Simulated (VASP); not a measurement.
# Cr (P6_3/mmc) in VASP: single point with LDA

Aim: the single point of Cr with LDA.

All numbers are computed with VASP 6.6.1; they aren't measurements. Logs are shortened: lines on timing, memory, paths and dates and some standing lists are left out, and cuts for length are marked.

### 1 The cell of the first run

Symmetry: P6_3/mmc, No. 194, hexagonal system. The conventional cell has a = 2.444 Å, b = 2.444 Å, c = 8.614 Å, α = 90.00°, β = 90.00°, γ = 120.00°. Cr (site symmetry -3m) has 12 Cr at 2.44 to 2.57 Å within 3.2 Å. Cr (site symmetry -6m2) has 12 Cr at 2.44 to 2.57 Å within 3.2 Å.

This isn't the form of Cr at room conditions, which is bcc.

### 2 Single point, LDA, collinear spin, ferromagnetic start (11.14 Å³/atom)

INCAR

```
PREC = Accurate
ENCUT = 520
EDIFF = 1E-6
ISMEAR = -1
SIGMA = 0.05
LREAL = False
LASPH = True
NELM = 150
ALGO = Normal
ISIF = 2
LWAVE = False
LCHARG = False
ISPIN = 2
MAGMOM = 1.5 1.5 1.5 1.5
LORBIT = 11
LMAXMIX = 4
NBANDS = 36
```

KPOINTS

```
regular mesh
0
Gamma
  17 17 4
```

POSCAR

```
Cr
1.0
    2.4443634016      0.0000000000      0.0000000000
   -1.2221817008      2.1168808019      0.0000000000
    0.0000000000      0.0000000000      8.6137015738
Cr
4
Direct
    0.0000000000      0.0000000000      0.0000000000
    0.0000000000      0.0000000000      0.5000000000
    0.3333333333      0.6666666667      0.2500000000
    0.6666666667      0.3333333333      0.7500000000
```

Potentials or basis: VASP PAW LDA potentials, release 64 (Cr_pv).

Run with:

```sh
cat potpaw_LDA.64/Cr_pv/POTCAR > POTCAR
mpirun -np 1 vasp_std > vasp.out
```

OUTCAR:

```text
PREC = Accurate
   ENCUT = 520
   EDIFF = 1E-6
   ISMEAR = -1
   LREAL = False
   LASPH = True
   NELM = 150
   ISIF = 2
   ISPIN = 2
   LORBIT = 11

 ion  position               nearest neighbor table
   1  0.000  0.000  0.000-   3 2.57   4 2.57   4 2.57   3 2.57   4 2.57   3 2.57
   2  0.000  0.000  0.500-   3 2.57   4 2.57   4 2.57   3 2.57   4 2.57   3 2.57
   3  0.333  0.667  0.250-   1 2.57   2 2.57   1 2.57   2 2.57   1 2.57   2 2.57
   4  0.667  0.333  0.750-   1 2.57   2 2.57   1 2.57   2 2.57   1 2.57   2 2.57

  LATTYP: Found a hexagonal cell.
 ALAT       =     2.4443634016
 C/A-ratio  =     3.5239038386

  Lattice vectors:

 A1 = (   2.4443634016,   0.0000000000,   0.0000000000)
 A2 = (  -1.2221817008,   2.1168808019,   0.0000000000)
 A3 = (   0.0000000000,   0.0000000000,   8.6137015738)

Analysis of symmetry for initial positions (statically):
=====================================================================
 Subroutine PRICEL returns:
 Original cell was already a primitive cell.

 Routine SETGRP: Setting up the symmetry group for a
 hexagonal supercell.

 Subroutine GETGRP returns: Found 24 space group operations
 (whereof 12 operations were pure point group operations)
 out of a pool of 24 trial point group operations.

The static configuration has the point symmetry D_3d.
 The point group associated with its full space group is D_6h.

Analysis of symmetry for dynamics (positions and initial velocities):
=====================================================================
 Subroutine PRICEL returns:
 Original cell was already a primitive cell.

 Routine SETGRP: Setting up the symmetry group for a
 hexagonal supercell.

 Subroutine GETGRP returns: Found 24 space group operations
 (whereof 12 operations were pure point group operations)
 out of a pool of 24 trial point group operations.

The dynamic configuration has the point symmetry D_3d.
 The point group associated with its full space group is D_6h.

Analysis of structural, dynamic, and magnetic symmetry:
=====================================================================
 Subroutine PRICEL returns:
 Original cell was already a primitive cell.

 Routine SETGRP: Setting up the symmetry group for a
 hexagonal supercell.

 Subroutine GETGRP returns: Found 24 space group operations
 (whereof 12 operations were pure point group operations)
 out of a pool of 24 trial point group operations.

The overall configuration has the point symmetry D_3d.
 The point group associated with its full space group is D_6h.

 Subroutine INISYM returns: Found 24 space group operations
 (whereof 12 operations are pure point group operations),
 and found     1 'primitive' translations

----------------------------------------------------------------------------------------

                                     Primitive cell

  volume of cell :      44.5710

  direct lattice vectors                    reciprocal lattice vectors
     2.444363402  0.000000000  0.000000000     0.409104472  0.236196577  0.000000000
    -1.222181701  2.116880802  0.000000000     0.000000000  0.472393155  0.000000000
     0.000000000  0.000000000  8.613701574     0.000000000  0.000000000  0.116094108

  length of vectors
     2.444363402  2.444363402  8.613701574     0.472393155  0.472393155  0.116094108

  position of ions in fractional coordinates (direct lattice)
     0.000000000  0.000000000  0.000000000
     0.000000000  0.000000000  0.500000000
     0.333333333  0.666666667  0.250000000
     0.666666667  0.333333333  0.750000000

  ion indices of the primitive-cell ions
   primitive index   ion index
                 1           1
                 2           2
                 3           3
                 4           4

----------------------------------------------------------------------------------------

 KPOINTS: regular mesh

Automatic generation of k-mesh.
 Grid dimensions read from file:
 generate k-points for:   17   17    4

 Generating k-lattice:

  Cartesian coordinates                     Fractional coordinates (reciprocal lattice)
     0.024064969  0.013893916  0.000000000     0.058823529  0.000000000  0.000000000
     0.000000000  0.027787833  0.000000000     0.000000000  0.058823529  0.000000000
     0.000000000  0.000000000  0.029023527     0.000000000  0.000000000  0.250000000

  Length of vectors
     0.027787833  0.027787833  0.029023527

  Shift w.r.t. Gamma in fractional coordinates (k-lattice)
     0.000000000  0.000000000  0.000000000

 Subroutine IBZKPT returns following result:
 ===========================================

 Found     99 irreducible k-points:

 Following reciprocal coordinates:
            Coordinates               Weight
  0.000000  0.000000  0.000000      1.000000
  0.058824 -0.000000  0.000000      6.000000
  0.117647  0.000000  0.000000      6.000000
  0.176471  0.000000  0.000000      6.000000
  0.235294  0.000000  0.000000      6.000000
  0.294118  0.000000  0.000000      6.000000
[... 16 lines left out ...]
  0.411765  0.117647  0.000000     12.000000
  0.176471  0.176471  0.000000      6.000000
 [... further k-points ...]
   k-points           NKPTS =     99   k-points in BZ     NKDIM =     99   number of bands    NBANDS=     36
   number of dos      NEDOS =    301   number of ions     NIONS =      4
   total plane-waves  NPLWV =  20736
   dimension x,y,z NGX =    18 NGY =   18 NGZ =   64
   dimension x,y,z NGXF=    36 NGYF=   36 NGZF=  128
   ions per type =               4
   NGX,Y,Z   is equivalent  to a cutoff of  12.24, 12.24, 12.35 a.u.
   NGXF,Y,Z  is equivalent  to a cutoff of  24.48, 24.48, 24.70 a.u.
 SYSTEM =  unknown system
   PREC   = accura    normal or accurate (medium, high low for compatibility)
   ISTART =      0    job   : 0-new  1-cont  2-samecut
   ICHARG =      2    charge: 1-file 2-atom 10-const
   ISPIN  =      2    spin polarized calculation?
   LNONCOLLINEAR =      F non collinear calculations
   LSORBIT =      F    spin-orbit coupling
   LASPH  =      T    aspherical Exc in radial PAW
   ENCUT  =  520.0 eV  38.22 Ry    6.18 a.u.   4.54  4.54 16.02*2*pi/ulx,y,z
   NELM   =    150;   NELMIN=  2; NELMDL= -5     # of ELM steps
   EDIFF  = 0.1E-05   stopping-criterion for ELM
   LREAL  =      F    real-space projection
   EDIFFG = 0.1E-04   stopping-criterion for IOM
   NSW    =      0    number of steps for IOM
   IBRION =     -1    ionic relax: 0-MD 1-quasi-New 2-CG
   NFREE  =      0    steps in history (QN), initial steepest desc. (CG)
   ISIF   =      2    stress and relaxation
   ISYM   =      2    0-nonsym 1-usesym 2-fastsym
   POTIM  = 0.5000    time-step for ionic-motion
   TEBEG  =    0.0;   TEEND  =   0.0 temperature during run
   PSTRESS=    0.0 pullay stress
   NELECT =      48.0000    total number of electrons
   NUPDOWN=      -1.0000    fix difference up-down
   EMIN   =  10.00;   EMAX   =-10.00  energy-range for DOS
   EFERMI =   0.00;   METHOD = LEGACY
   ISMEAR =    -1;   SIGMA  =   0.05  broadening in eV -4-tet -1-fermi 0-gaus
   EFERMI_NEDOS =   21; number of points for ismear=-14 and -15
   IALGO  =     38    algorithm
   IMIX   =      4    mixing-type and parameters
     AMIX     =   0.40;   BMIX     =  1.00
     AMIX_MAG =   1.60;   BMIX_MAG =  1.00
  volume/ion in A,a.u.               =      11.14        75.19
  Fermi-wavevector in a.u.,A,eV,Ry     =   1.678049  3.171052 38.311933  2.815848
  Thomas-Fermi vector in A             =   2.762207
   LORBIT       =     11    0 simple, 1 ext, 2 COOP (PROOUT), +10 PAW based schemes
   GGA     = CA    functional components
   LHFCALC =     F    Hartree Fock is set to
   AEXX    =    0.0000 exact exchange contribution
   IVDW    =     0    specifies the selected vdW correction
   LEPSILON=     F    determine dielectric tensor
   LRPA    =     F    only Hartree local field effects (RPA)
 spin polarized calculation
  energy-cutoff  :      520.00
  volume of cell :       44.57
 maximum number of plane-waves:      1226
   NGX =  9   NGY =  9   NGZ = 33

 number of electron      47.9999988 magnetization       0.0008073

 Free energy of the ion-electron system (eV)
  ---------------------------------------------------
  ext. energy  EPLUGINS =         0.00000000
  ---------------------------------------------------
  free energy    TOTEN  =       -40.90064272 eV

  energy without entropy =      -40.85223301  energy(sigma->0) =      -40.87643787

 E-fermi :  11.1161     XC(G=0): -14.1938

 val. band max:       11.1135227105   @ k =   0.2941   0.1176   0.2500
 cond. band min:      11.1229440858   @ k =   0.1765   0.0588   0.0000
 fundamental gap:      0.0094213753
 Fermi energy:        11.1161220515

 spin component 1

 k-point     1 :       0.0000    0.0000    0.0000
  band No.  band energies     occupation
      1     -31.8333      1.00000
      2     -31.4002      1.00000
      3     -31.3929      1.00000
      4     -30.9415      1.00000
      5     -30.8229      1.00000
      6     -30.8229      1.00000
[... 28 lines left out ...]
     35      13.5903      0.00000
     36      13.5903      0.00000
[... 866 lines left out ...]
      6     -31.1792      1.00000
[... 28 lines left out ...]
     35      14.3424      0.00000
     36      16.8926      0.00000

 [... further k-points ...]

 spin component 2

 k-point     1 :       0.0000    0.0000    0.0000
  band No.  band energies     occupation
      1     -31.8332      1.00000
      2     -31.4001      1.00000
      3     -31.3929      1.00000
      4     -30.9414      1.00000
      5     -30.8228      1.00000
      6     -30.8228      1.00000
[... 28 lines left out ...]
     35      13.5903      0.00000
     36      13.5903      0.00000
[... 866 lines left out ...]
      6     -31.1792      1.00000
[... 28 lines left out ...]
     35      14.3425      0.00000
     36      16.8750      0.00000

 [... further k-points ...]

------------------------ aborting loop because EDIFF is reached ----------------------------------------

  FORCE on cell =-STRESS in cart. coord.  units (eV):
  Direction    XX          YY          ZZ          XY          YZ          ZX
  --------------------------------------------------------------------------------------
  -------------------------------------------------------------------------------------
  Total        0.0526267      0.0526267     -0.0262263      0.0000000     -0.0000000      0.0000000
  in kB        1.8917548      1.8917548     -0.9427469      0.0000000     -0.0000000      0.0000000
  external PRESSURE =       0.9469209 kB  Pullay stress =       0.0000000 kB

 VOLUME and BASIS-vectors are now :
 -----------------------------------------------------------------------------
  energy-cutoff  :      520.00
  volume of cell :       44.57
      direct lattice vectors                 reciprocal lattice vectors
     2.444363402  0.000000000  0.000000000     0.409104472  0.236196577  0.000000000
    -1.222181701  2.116880802  0.000000000     0.000000000  0.472393155  0.000000000
     0.000000000  0.000000000  8.613701574     0.000000000  0.000000000  0.116094108

 POSITION                                       TOTAL-FORCE (eV/Angst)
 -----------------------------------------------------------------------------------
      0.00000      0.00000      0.00000        -0.000000      0.000000     -0.000000
      0.00000      0.00000      4.30685        -0.000000      0.000000     -0.000000
     -0.00000      1.41125      2.15343        -0.000000      0.000000      0.000000
      1.22218      0.70563      6.46028         0.000000      0.000000      0.000000
 -----------------------------------------------------------------------------------
    total drift:                                0.000000     -0.000000      0.000000

  FREE ENERGIE OF THE ION-ELECTRON SYSTEM (eV)
  ---------------------------------------------------
  free  energy   TOTEN  =       -40.9006427247 eV

  energy  without entropy=      -40.8522330126  energy(sigma->0) =      -40.87643787

 total charge

# of ion       s       p       d       tot
------------------------------------------
    1        0.450   6.403   4.314  11.167
    2        0.450   6.403   4.314  11.167
    3        0.451   6.404   4.308  11.163
    4        0.451   6.404   4.308  11.163
--------------------------------------------------
tot          1.802  25.614  17.244  44.661

 magnetization (x)

# of ion       s       p       d       tot
------------------------------------------
    1        0.000   0.000  -0.000  -0.000
    2        0.000   0.000  -0.000  -0.000
    3       -0.000   0.000   0.000   0.000
    4       -0.000   0.000   0.000   0.000
--------------------------------------------------
tot         -0.000   0.000   0.000   0.000
```

Wall time 3.7 min (1 thread of Intel Xeon Platinum 8488C (Sapphire Rapids), shared host); peak memory 0.29 GiB.

Results:

- Free energy: -40.9006 eV
- Pressure: 0.1 GPa
- Band gap on the k mesh: zero (filled and empty bands overlap)
- Net moment: 0.00 μB per cell
- Valence electrons inside the program's atomic spheres: Cr 11.17, 11.16 (each value once)

Caveat: the moments typed at the start vanished in this run.
